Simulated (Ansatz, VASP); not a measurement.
Zn16S15O in VASP and in Ansatz

```
Zn O S
1.0
     7.61159    0.00000    0.00000
    -3.80580    6.59183    0.00000
     0.00000    0.00000   12.47596
Zn O S
16 1 15
Cartesian
  0.0000 2.1973 0.2875
  0.0000 2.1973 6.2692
  -1.9125 5.4877 0.0086
  -1.8884 5.5016 6.1975
  3.8058 2.2084 0.0086
  3.8058 2.1805 6.1975
  1.9125 5.4877 0.0086
  1.8884 5.5016 6.1975
  1.7279 1.1997 3.0239
  1.8954 1.1030 9.4069
  0.0000 4.1925 3.0239
  0.0000 4.3859 9.4069
  5.8837 1.1997 3.0239
  5.7162 1.1030 9.4069
  3.8058 4.3946 3.1029
  3.8058 4.3946 9.3154
  0.0000 2.1973 2.3510
  0.0000 2.1973 8.5986
  -1.8978 5.4961 2.3421
  -1.8845 5.5038 8.5643
  3.8058 2.1914 2.3421
  3.8058 2.1761 8.5643
  1.8978 5.4961 2.3421
  1.8845 5.5038 8.5643
  1.8741 1.1153 5.3889
  1.8666 1.1196 11.7685
  0.0000 4.3613 5.3889
  0.0000 4.3527 11.7685
  5.7375 1.1153 5.3889
  5.7449 1.1196 11.7685
  3.8058 4.3946 5.4529
  3.8058 4.3946 11.6602
```

Alike in both runs: functional PBE; k mesh 3 × 3 × 2; occupations fermi-dirac, width 0.01 eV; no spin polarisation.

Ansatz relaxed the structure, and its values are those at the end. VASP's run is a single point on that final structure, the one shown.

```csv
,VASP,Ansatz
version,VASP 6.6.1,Ansatz 0.2.0
potentials or method,"VASP PAW PBE potentials, release 64 (Zn, O, S)","plane-wave PAW, scalar-relativistic"
plane-wave cutoff (eV),520,420
valence electrons in the cell,288,288
```

VASP gave:

```
gap on the k mesh at the Fermi level (eV) : 1.48
pressure (GPa)                            : 0.4
rms of the force components (eV/Å)        : 0.005
```

What did Ansatz give for the same quantities?

gap on the k mesh at the Fermi level (eV): 1.48; pressure (GPa): 0.2; rms of the force components (eV/Å): 0.003.

The functional is the same, so the differences come from potentials, cutoffs and numerics. Ansatz's warnings: stress scf threshold loose.
